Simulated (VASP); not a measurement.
A run of VASP 6.6.1 is set up as follows.

The input INCAR:

```
PREC = Accurate
ENCUT = 520
EDIFF = 1E-6
ISMEAR = -1
SIGMA = 0.05
LREAL = False
LASPH = True
NELM = 100
ALGO = Normal
ISIF = 2
LWAVE = False
LCHARG = True
GGA = PS
LELF = True
LVHAR = True
NBANDS = 16
```

Contents of KPOINTS:

```
regular mesh
0
Gamma
  13 13 11
```

File POSCAR:

```
NbB2
1.0
    3.0860000000      0.0000000000      0.0000000000
   -1.5430000000      2.6725544000      0.0000000000
    0.0000000000      0.0000000000      3.4713000000
Nb B
1 2
Direct
    0.0000000000      0.0000000000      0.0000000000
    0.3333333333      0.6666666667      0.5000000000
    0.6666666667      0.3333333333      0.5000000000
```

Potentials or basis: VASP PAW PBE potentials, release 64 (Nb_sv, B).

Run with:

```sh
$ cat potpaw_PBE.64/Nb_sv/POTCAR potpaw_PBE.64/B/POTCAR > POTCAR
$ mpirun -np 1 vasp_std > vasp.out
```

(1) Estimate the pressure.

Results:

(1) -11.9 GPa.

Caveat: the PAW data sets were made with another functional, which shifts forces and pressure a little.
